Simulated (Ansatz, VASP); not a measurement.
**One calculation of InO, two programs**

The input POSCAR:

```
InO
1.0
    3.4536138013      0.0000000000      0.0000000000
   -1.7268069007      2.9909172868      0.0000000000
    0.0000000000      0.0000000000     15.2420160000
In O
2 2
Direct
    0.6666666667      0.3333333333      0.5900210000
    0.6666666667      0.3333333333      0.4099790000
    0.0000000000      0.0000000000      0.6398670000
    0.0000000000      0.0000000000      0.3601330000
```

Contents of INCAR.step1:

```
PREC = Accurate
ENCUT = 520
ISMEAR = 0
SIGMA = 0.05
LREAL = F
LASPH = T
NELM = 60
NBANDS = 27
GGA = PE
ALGO = Normal
EDIFF = 1E-4
LWAVE = T
LCHARG = F
```

Contents of INCAR.step2:

```
PREC = Accurate
ENCUT = 520
EDIFF = 1E-6
ISMEAR = 0
SIGMA = 0.05
LREAL = F
LASPH = T
NELM = 60
ALGO = Normal
ISIF = 2
LWAVE = F
LCHARG = F
METAGGA = R2SCAN
LMIXTAU = T
NBANDS = 27
ISTART = 1
```

The input KPOINTS:

```
regular mesh
0
Gamma
  12 12 2
```

Input for Ansatz:

```yaml
crystal:
  lattice:
    - [3.4536138013, 0.0, 0.0]
    - [-1.7268069007, 2.9909172868, 0.0]
    - [0.0, 0.0, 15.242016]
  atoms:
    - { symbol: In, position: [0.6666666667, 0.3333333333, 0.590021] }
    - { symbol: In, position: [0.6666666667, 0.3333333333, 0.409979] }
    - { symbol: O, position: [0.0, 0.0, 0.639867] }
    - { symbol: O, position: [0.0, 0.0, 0.360133] }
basis:
  ecutwfc: 500
kpoints:
  mp_grid: { grid: [12, 12, 2] }
hamiltonian:
  xc: r2scan
scf:
  occupations: { method: gaussian, width: 0.05 }
output:
  forces: true
  stress: true
  eigenvalues: true
```

Change from the starting cell: strain +0.000 along x and y, -0.040 along z, atoms carried along.

Alike in both runs: task single point; functional r2SCAN; k mesh 12 × 12 × 2; occupations gaussian, width 0.05 eV; no spin polarisation.

|  | VASP | Ansatz |
| --- | --- | --- |
| version | VASP 6.6.1 | Ansatz 0.2.0 |
| potentials or method | VASP PAW PBE potentials, release 64 (In_d, O), cutoff 520 eV | scalar-relativistic, plane waves, PAW |
| valence electrons in the cell | 38 | 38 |

|  | VASP | Ansatz | Ansatz less VASP |
| --- | --- | --- | --- |
| gap on the k mesh at the Fermi level (eV) | 0.87 | 0.87 | +0.002 |
| least direct gap on the mesh (eV) | 1.53 | 1.53 | +0.002 |
| rms of the force components (eV/Å) | 0.225 | 0.248 | +0.0223 |

VASP's potentials were made for PBE, not for r2SCAN. Atom by atom the forces differ by 0.032 eV/Å (rms over components). With one functional, cell and mesh, what is left measures potentials, basis and numerics.
